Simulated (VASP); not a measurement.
Ir: single point with PBE

The system is Ir.

```
CELL_PARAMETERS angstrom
0.00000 1.91560 1.91560
1.91560 0.00000 1.91560
1.91560 1.91560 0.00000
ATOMIC_POSITIONS crystal
Ir 0.00000 0.00000 0.00000
```

| Quantity | Value |
| --- | --- |
| Program | VASP 6.6.1 |
| Task | single point |
| Functional | PBE |
| Potentials or basis | VASP PAW PBE potentials, release 64 (Ir) |
| Cutoff | 500 eV |
| k mesh | 15 × 15 × 15 |
| Occupations | fermi-dirac, width 0.1 eV |
| Spin | no spin polarisation |
| Dipole correction | no |
| Further INCAR settings | ALGO = Normal; EDIFF = 1e-06; NBANDS = 10 |

```yaml
Pressure: 12.3 GPa
Band_gap_on_the_k_mesh: zero (an odd number of electrons rules out a gap without spin polarisation)
```

Levels at points of the mesh, in eV from the Fermi level:
```csv
k point,band 1,band 2,band 3,band 4,band 5,band 6,band 7,band 8
"(0.00, 0.00, 0.00)",-11.20,-3.94,-3.94,-3.94,-1.22,-1.22,14.30,19.92
```

Run time: 20 s on 1 thread of Intel Xeon 8259CL (shared host), peak memory 0.14 GiB.

Caveat: the cell stands under pressure; spin-orbit coupling is left out, which moves the levels of the heavy elements.
